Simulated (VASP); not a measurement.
Si3F2: single point with PBE

Crystal: Si3F2.

```
Si F
1.0
     0.00000    3.85035    5.84735
     2.23599    0.00000    5.84735
     2.23599    3.85035    0.00000
Si F
3 2
Direct
  0.00000 0.00000 0.00000
  0.33331 0.66669 0.33331
  0.66669 0.33331 0.66669
  0.85478 0.85478 0.14522
  0.14522 0.14522 0.85478
```

The cell was built from a structure type or drawn by symmetry, and may not be a known phase.

| Item | Value |
| --- | --- |
| Program | VASP 6.6.1 |
| Task | single point |
| Functional | PBE |
| Potentials or basis | VASP PAW PBE potentials, release 64 (Si, F) |
| Cutoff | 520 eV |
| k mesh | 10 × 10 × 10 |
| Occupations | gaussian, width 0.1 eV |
| Spin | no spin polarisation |

The pressure is 0.1 GPa, the largest force is 0.154 eV/Å and the band gap on the k mesh is zero (bands 13 and 14 overlap by 1.67 eV).

Forces in eV/Å, atoms in the order of the input:
```
Si   0.000  0.000  0.000
Si   0.000  0.001  0.000
Si   0.000 -0.001  0.000
F    0.000  0.000 -0.154
F    0.000  0.000  0.154
```

Stress tensor (GPa, compression positive):
```
-0.19  0.00  0.00
 0.00 -0.18  0.00
 0.00  0.00  0.70
```

Levels at points of the mesh, in eV from the Fermi level:
| k point | band 10 | band 11 | band 12 | band 13 | band 14 | band 15 | band 16 | band 17 |
| --- | --- | --- | --- | --- | --- | --- | --- | --- |
| (0.00, 0.00, 0.00) | -2.74 | -2.73 | -2.08 | -1.51 | -1.17 | -1.13 | 1.52 | 4.01 |
| (0.50, 0.00, 0.00) | -4.25 | -3.01 | -2.28 | 0.21 | 0.90 | 3.97 | 4.00 | 4.33 |
| (0.50, 0.50, 0.00) | -2.74 | -2.73 | -2.08 | -1.85 | -1.20 | -1.15 | 1.45 | 4.05 |
| (0.50, 0.00, 0.50) | -4.30 | -2.97 | -2.35 | 0.24 | 0.99 | 3.81 | 4.03 | 4.39 |
| (0.00, 0.50, 0.50) | -4.22 | -3.06 | -2.31 | 0.21 | 0.82 | 4.02 | 4.15 | 4.35 |

It took 5.1 min on 1 thread of Intel(R) Xeon(R) 6975P-C (Granite Rapids), with other jobs on the host, peak memory 0.46 GiB.
